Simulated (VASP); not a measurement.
# Ca (Fm-3m) in VASP: notebook

Ca is run at these levels: PBEsol; tasks: single point.

All numbers are computed with VASP 6.6.1; they aren't measurements. Logs are shortened: lines on timing, memory, paths and dates and some standing lists are left out, and cuts for length are marked.

### 1 The cell of the first run

Symmetry: Fm-3m, No. 225, cubic system. Conventional cell: a = 5.474 Å, b = 5.474 Å, c = 5.474 Å, α = 90.00°, β = 90.00°, γ = 90.00°. Within 5.1 Å of Ca (site symmetry m-3m) lie 12 Ca at 3.87 Å.

### 2 Single point, PBEsol (41.01 Å³/atom)

INCAR reads:

```
ALGO = Normal
EDIFF = 1E-6
ENCUT = 520
GGA = PS
ISIF = 2
ISMEAR = -1
LASPH = T
LCHARG = F
LREAL = F
LWAVE = F
NBANDS = 11
NELM = 100
PREC = Accurate
SIGMA = 0.05
```

KPOINTS reads:

```
k-points
0
Gamma
  11 11 11
```

POSCAR reads:

```
Ca
1.0
    0.0000000000      2.7371595050      2.7371595050
    2.7371595050      0.0000000000      2.7371595050
    2.7371595050      2.7371595050      0.0000000000
Ca
1
Direct
    0.0000000000      0.0000000000      0.0000000000
```

Potentials or basis: VASP PAW PBE potentials, release 64 (Ca_sv).

The run is started by

```console
$ cat potpaw_PBE.64/Ca_sv/POTCAR > POTCAR
$ mpirun -np 1 vasp_std > vasp.out
```

OUTCAR:

```text
EDIFF = 1E-6
   ENCUT = 520
   GGA = PS
   ISIF = 2
   ISMEAR = -1
   LASPH = T
   LREAL = F
   NELM = 100
   PREC = Accurate

 ion  position               nearest neighbor table
   1  0.000  0.000  0.000-

  LATTYP: Found a face centered cubic cell.
 ALAT       =     5.4743190100

  Lattice vectors:

 A1 = (   0.0000000000,   2.7371595050,   2.7371595050)
 A2 = (   2.7371595050,   0.0000000000,   2.7371595050)
 A3 = (   2.7371595050,   2.7371595050,   0.0000000000)

Analysis of symmetry for initial positions (statically):
=====================================================================
 Subroutine PRICEL returns:
 Original cell was already a primitive cell.

 Routine SETGRP: Setting up the symmetry group for a
 face centered cubic supercell.

 Subroutine GETGRP returns: Found 48 space group operations
 (whereof 48 operations were pure point group operations)
 out of a pool of 48 trial point group operations.

The static configuration has the point symmetry O_h .

Analysis of symmetry for dynamics (positions and initial velocities):
=====================================================================
 Subroutine PRICEL returns:
 Original cell was already a primitive cell.

 Routine SETGRP: Setting up the symmetry group for a
 face centered cubic supercell.

 Subroutine GETGRP returns: Found 48 space group operations
 (whereof 48 operations were pure point group operations)
 out of a pool of 48 trial point group operations.

The dynamic configuration has the point symmetry O_h .

 Subroutine INISYM returns: Found 48 space group operations
 (whereof 48 operations are pure point group operations),
 and found     1 'primitive' translations

----------------------------------------------------------------------------------------

                                     Primitive cell

  volume of cell :      41.0138

  direct lattice vectors                    reciprocal lattice vectors
     0.000000000  2.737159505  2.737159505    -0.182671123  0.182671123  0.182671123
     2.737159505  0.000000000  2.737159505     0.182671123 -0.182671123  0.182671123
     2.737159505  2.737159505  0.000000000     0.182671123  0.182671123 -0.182671123

  length of vectors
     3.870928094  3.870928094  3.870928094     0.316395666  0.316395666  0.316395666

  position of ions in fractional coordinates (direct lattice)
     0.000000000  0.000000000  0.000000000

  ion indices of the primitive-cell ions
   primitive index   ion index
                 1           1

----------------------------------------------------------------------------------------

 KPOINTS: k-points

Automatic generation of k-mesh.
 Grid dimensions read from file:
 generate k-points for:   11   11   11

 Generating k-lattice:

  Cartesian coordinates                     Fractional coordinates (reciprocal lattice)
    -0.016606466  0.016606466  0.016606466     0.090909091  0.000000000  0.000000000
     0.016606466 -0.016606466  0.016606466     0.000000000  0.090909091  0.000000000
     0.016606466  0.016606466 -0.016606466     0.000000000  0.000000000  0.090909091

  Length of vectors
     0.028763242  0.028763242  0.028763242

  Shift w.r.t. Gamma in fractional coordinates (k-lattice)
     0.000000000  0.000000000  0.000000000

 Subroutine IBZKPT returns following result:
 ===========================================

 Found     56 irreducible k-points:

 Following reciprocal coordinates:
            Coordinates               Weight
  0.000000  0.000000  0.000000      1.000000
  0.090909  0.000000  0.000000      8.000000
  0.181818  0.000000  0.000000      8.000000
  0.272727  0.000000  0.000000      8.000000
  0.363636  0.000000  0.000000      8.000000
  0.454545  0.000000  0.000000      8.000000
[... 16 lines left out ...]
 -0.272727  0.181818  0.000000     24.000000
 -0.181818  0.181818  0.000000     12.000000
 [... further k-points ...]
   k-points           NKPTS =     56   k-points in BZ     NKDIM =     56   number of bands    NBANDS=     11
   number of dos      NEDOS =    301   number of ions     NIONS =      1
   total plane-waves  NPLWV =  27000
   dimension x,y,z NGX =    30 NGY =   30 NGZ =   30
   dimension x,y,z NGXF=    60 NGYF=   60 NGZF=   60
   ions per type =               1
   NGX,Y,Z   is equivalent  to a cutoff of  12.88, 12.88, 12.88 a.u.
   NGXF,Y,Z  is equivalent  to a cutoff of  25.77, 25.77, 25.77 a.u.
 SYSTEM =  unknown system
   PREC   = accura    normal or accurate (medium, high low for compatibility)
   ISTART =      0    job   : 0-new  1-cont  2-samecut
   ICHARG =      2    charge: 1-file 2-atom 10-const
   ISPIN  =      1    spin polarized calculation?
   LNONCOLLINEAR =      F non collinear calculations
   LSORBIT =      F    spin-orbit coupling
   LASPH  =      T    aspherical Exc in radial PAW
   ENCUT  =  520.0 eV  38.22 Ry    6.18 a.u.   7.20  7.20  7.20*2*pi/ulx,y,z
   NELM   =    100;   NELMIN=  2; NELMDL= -5     # of ELM steps
   EDIFF  = 0.1E-05   stopping-criterion for ELM
   LREAL  =      F    real-space projection
[... 7 lines left out ...]
   TEBEG  =    0.0;   TEEND  =   0.0 temperature during run
   PSTRESS=    0.0 pullay stress
   NELECT =      10.0000    total number of electrons
   NUPDOWN=      -1.0000    fix difference up-down
   EMIN   =  10.00;   EMAX   =-10.00  energy-range for DOS
   EFERMI =   0.00;   METHOD = LEGACY
   ISMEAR =    -1;   SIGMA  =   0.05  broadening in eV -4-tet -1-fermi 0-gaus
   EFERMI_NEDOS =   21; number of points for ismear=-14 and -15
   IALGO  =     38    algorithm
   IMIX   =      4    mixing-type and parameters
     AMIX     =   0.40;   BMIX     =  1.00
     AMIX_MAG =   1.60;   BMIX_MAG =  1.00
  volume/ion in A,a.u.               =      41.01       276.77
  Fermi-wavevector in a.u.,A,eV,Ry     =   1.022739  1.932696 14.231621  1.045995
  Thomas-Fermi vector in A             =   2.156434
   LORBIT       =      0    0 simple, 1 ext, 2 COOP (PROOUT), +10 PAW based schemes
   GGA     = PS    functional components
   LHFCALC =     F    Hartree Fock is set to
   AEXX    =    0.0000 exact exchange contribution
   IVDW    =     0    specifies the selected vdW correction
   LEPSILON=     F    determine dielectric tensor
   LRPA    =     F    only Hartree local field effects (RPA)
 non-spin polarized calculation
  energy-cutoff  :      520.00
  volume of cell :       41.01
 maximum number of plane-waves:      1123
 NGX is ok and might be reduce to    30
   NGX = 15   NGY = 15   NGZ = 15

 number of electron      10.0000002 magnetization

 Free energy of the ion-electron system (eV)
  ---------------------------------------------------
  ext. energy  EPLUGINS =         0.00000000
  ---------------------------------------------------
  free energy    TOTEN  =        -2.13964038 eV

  energy without entropy =       -2.12876738  energy(sigma->0) =       -2.13420388

 E-fermi :   1.9985     XC(G=0):  -7.9012

 val. band max:        1.9359340197   @ k =  -0.4545   0.1818   0.0000
 cond. band min:       2.0054211594   @ k =  -0.3636   0.3636   0.0909
 fundamental gap:      0.0694871397
 Fermi energy:         1.9985090289

 k-point     1 :       0.0000    0.0000    0.0000
  band No.  band energies     occupation
      1     -39.7716      2.00000
      2     -20.7597      2.00000
      3     -20.7597      2.00000
      4     -20.7597      2.00000
      5      -2.0821      2.00000
      6       4.3671      0.00000
      7       4.3671      0.00000
      8       4.3671      0.00000
      9       5.4832      0.00000
     10       5.4832      0.00000
     11      11.2545      0.00000

 k-point     2 :       0.0909    0.0000    0.0000
  band No.  band energies     occupation
      1     -39.7703      2.00000
      2     -20.7724      2.00000
      3     -20.7615      2.00000
      4     -20.7615      2.00000
      5      -1.9372      2.00000
      6       4.2110      0.00000
      7       4.4218      0.00000
      8       4.4218      0.00000
      9       5.4360      0.00000
     10       5.4360      0.00000
     11      11.4264      0.00000

 k-point     3 :       0.1818    0.0000    0.0000
  band No.  band energies     occupation
      1     -39.7669      2.00000
      2     -20.8062      2.00000
      3     -20.7661      2.00000
      4     -20.7661      2.00000
      5      -1.5149      2.00000
      6       3.8127      0.00000
      7       4.5164      0.00000
      8       4.5164      0.00000
      9       5.3915      0.00000
     10       5.3915      0.00000
     11      10.6633      0.00000

 k-point     4 :       0.2727    0.0000    0.0000
  band No.  band energies     occupation
      1     -39.7625      2.00000
      2     -20.8499      2.00000
      3     -20.7721      2.00000
      4     -20.7721      2.00000
      5      -0.8543      2.00000
      6       3.2871      0.00000
      7       4.4842      0.00000
      8       4.4842      0.00000
      9       5.5586      0.00000
     10       5.5586      0.00000
     11       9.2529      0.00000

 k-point     5 :       0.3636    0.0000    0.0000
  band No.  band energies     occupation
      1     -39.7584      2.00000
      2     -20.8897      2.00000
      3     -20.7776      2.00000
      4     -20.7776      2.00000
      5      -0.0300      2.00000
      6       2.6842      0.00000
      7       4.3550      0.00000
      8       4.3550      0.00000
      9       5.8946      0.00000
     10       5.8946      0.00000
     11       8.1119      0.00000

 k-point     6 :       0.4545    0.0000    0.0000
  band No.  band energies     occupation
      1     -39.7560      2.00000
      2     -20.9132      2.00000
      3     -20.7809      2.00000
      4     -20.7809      2.00000
      5       0.7912      2.00000
      6       2.0396      0.61067
      7       4.2624      0.00000
      8       4.2624      0.00000
      9       6.1598      0.00000
     10       6.1598      0.00000
     11       7.4560      0.00000

 k-point     7 :       0.0909    0.0909    0.0000
  band No.  band energies     occupation
      1     -39.7699      2.00000
      2     -20.7721      2.00000
      3     -20.7643      2.00000
      4     -20.7643      2.00000
      5      -1.8892      2.00000
      6       4.1680      0.00000
      7       4.4450      0.00000
      8       4.4450      0.00000
      9       5.2878      0.00000
     10       5.5347      0.00000
     11      11.5134      0.00000

 k-point     8 :       0.1818    0.0909    0.0000
  band No.  band energies     occupation
      1     -39.7672      2.00000
      2     -20.7972      2.00000
      3     -20.7699      2.00000
      4     -20.7677      2.00000
      5      -1.5599      2.00000
      6       3.8738      0.00000
      7       4.5335      0.00000
      8       4.5436      0.00000
      9       5.1176      0.00000
     10       5.5721      0.00000
     11      11.2417      0.00000
[... 141 lines left out ...]
 k-point    19 :       0.3636    0.1818    0.0000
  band No.  band energies     occupation
      1     -39.7582      2.00000
      2     -20.8654      2.00000
      3     -20.7924      2.00000
      4     -20.7897      2.00000
      5      -0.1506      2.00000
      6       3.0121      0.00000
      7       3.9691      0.00000
      8       4.7855      0.00000
      9       5.4693      0.00000
     10       6.0373      0.00000
     11       8.8932      0.00000

 k-point    20 :       0.4545    0.1818    0.0000
  band No.  band energies     occupation
      1     -39.7551      2.00000
      2     -20.8907      2.00000
      3     -20.8030      2.00000
      4     -20.7921      2.00000
      5       0.6752      2.00000
      6       2.5101      0.00007
      7       3.7692      0.00000
      8       4.6787      0.00000
      9       5.9862      0.00000
     10       6.2289      0.00000
     11       7.6791      0.00000

 k-point    21 :      -0.4545    0.1818    0.0000
  band No.  band energies     occupation
      1     -39.7537      2.00000
      2     -20.9007      2.00000
      3     -20.8117      2.00000
      4     -20.7903      2.00000
      5       1.4415      1.99997
      6       1.9359      1.55512
      7       3.6906      0.00000
      8       4.5981      0.00000
      9       6.1540      0.00000
     10       6.3953      0.00000
     11       7.1648      0.00000

 k-point    22 :      -0.3636    0.1818    0.0000
  band No.  band energies     occupation
      1     -39.7545      2.00000
      2     -20.8931      2.00000
      3     -20.8148      2.00000
      4     -20.7850      2.00000
      5       0.9586      2.00000
      6       2.3812      0.00095
      7       3.6654      0.00000
      8       4.6010      0.00000
      9       5.8105      0.00000
     10       6.4860      0.00000
     11       7.5744      0.00000

 k-point    23 :      -0.2727    0.1818    0.0000
  band No.  band energies     occupation
      1     -39.7572      2.00000
      2     -20.8719      2.00000
      3     -20.8099      2.00000
      4     -20.7776      2.00000
      5       0.1207      2.00000
      6       2.9609      0.00000
      7       3.7850      0.00000
      8       4.7047      0.00000
      9       5.3600      0.00000
     10       6.3327      0.00000
     11       8.5419      0.00000

 k-point    24 :      -0.1818    0.1818    0.0000
  band No.  band energies     occupation
      1     -39.7610      2.00000
      2     -20.8459      2.00000
      3     -20.7961      2.00000
      4     -20.7707      2.00000
      5      -0.6333      2.00000
      6       3.3321      0.00000
      7       4.1093      0.00000
      8       4.8884      0.00000
      9       4.9561      0.00000
     10       5.9888      0.00000
     11       9.6619      0.00000

 [... further k-points ...]

------------------------ aborting loop because EDIFF is reached ----------------------------------------

  FORCE on cell =-STRESS in cart. coord.  units (eV):
  Direction    XX          YY          ZZ          XY          YZ          ZX
  --------------------------------------------------------------------------------------
  -------------------------------------------------------------------------------------
  Total       -0.0506382     -0.0506382     -0.0506382      0.0000000     -0.0000000      0.0000000
  in kB       -1.9781485     -1.9781485     -1.9781485      0.0000000     -0.0000000      0.0000000
  external PRESSURE =      -1.9781485 kB  Pullay stress =       0.0000000 kB

 VOLUME and BASIS-vectors are now :
 -----------------------------------------------------------------------------
  energy-cutoff  :      520.00
  volume of cell :       41.01
      direct lattice vectors                 reciprocal lattice vectors
     0.000000000  2.737159505  2.737159505    -0.182671123  0.182671123  0.182671123
     2.737159505  0.000000000  2.737159505     0.182671123 -0.182671123  0.182671123
     2.737159505  2.737159505  0.000000000     0.182671123  0.182671123 -0.182671123

 POSITION                                       TOTAL-FORCE (eV/Angst)
 -----------------------------------------------------------------------------------
      0.00000      0.00000      0.00000        -0.000000     -0.000000      0.000000
 -----------------------------------------------------------------------------------
    total drift:                               -0.000000     -0.000000      0.000000

  FREE ENERGIE OF THE ION-ELECTRON SYSTEM (eV)
  ---------------------------------------------------
  free  energy   TOTEN  =        -2.1396403838 eV

  energy  without entropy=       -2.1287673784  energy(sigma->0) =       -2.13420388
```

It took 22 s on 1 thread of Intel Xeon Platinum 8259CL at 2.50GHz (Skylake/Cascade Lake), shared host; peak memory 0.18 GiB.

Results:

| Item | Value |
| --- | --- |
| Free energy | -2.1396 eV |
| Pressure | -0.2 GPa |
| Band gap on the k mesh | zero (bands 5 and 6 overlap by 0.24 eV) |

Caveat: the PAW data sets were made with another functional, which shifts forces and pressure a little.

### 3 Single point, PBEsol (41.89 Å³/atom)

This run uses another cell than the first one, of 41.89 Å³/atom.

INCAR reads:

```
ALGO = Normal ; EDIFF = 1E-6
ENCUT = 520 ; GGA = PS
ISIF = 2 ; ISMEAR = -1
LASPH = True ; LCHARG = False
LREAL = False ; LWAVE = False
NBANDS = 11 ; NELM = 100
PREC = Accurate ; SIGMA = 0.05
```

KPOINTS is that of step 2.

POSCAR reads:

```
Ca
1.0
    0.0000000000      2.7564359112      2.7564359112
    2.7564359112      0.0000000000      2.7564359112
    2.7564359112      2.7564359112      0.0000000000
Ca
1
Direct
    0.0000000000      0.0000000000      0.0000000000
```

Potentials or basis: VASP PAW PBE potentials, release 64 (Ca_sv).

The run is started by

```console
$ cat potpaw_PBE.64/Ca_sv/POTCAR > POTCAR
$ mpirun -np 1 vasp_std > vasp.out
```

It took 25 s on 1 thread of Intel Xeon Platinum 8259CL at 2.50GHz (Skylake/Cascade Lake), shared host; peak memory 0.17 GiB.

The run converged. Its results:

```
Free energy            : -2.1378 eV
Pressure               : -0.6 GPa
Band gap on the k mesh : zero (bands 5 and 6 overlap by 0.26 eV)
```

Levels at points of the mesh, in eV from the Fermi level:
| k point | band 1 | band 2 | band 3 | band 4 | band 5 | band 6 | band 7 | band 8 | band 9 | band 10 |
| --- | --- | --- | --- | --- | --- | --- | --- | --- | --- | --- |
| (0.00, 0.00, 0.00) | -41.82 | -22.81 | -22.81 | -22.81 | -4.04 | 2.34 | 2.34 | 2.34 | 3.43 | 3.43 |

Caveat: the PAW data sets were made with another functional, which shifts forces and pressure a little.

(Continued in part 2 of 2.)

The gap in the log of VASP goes by the Fermi energy; the results here count the filled bands.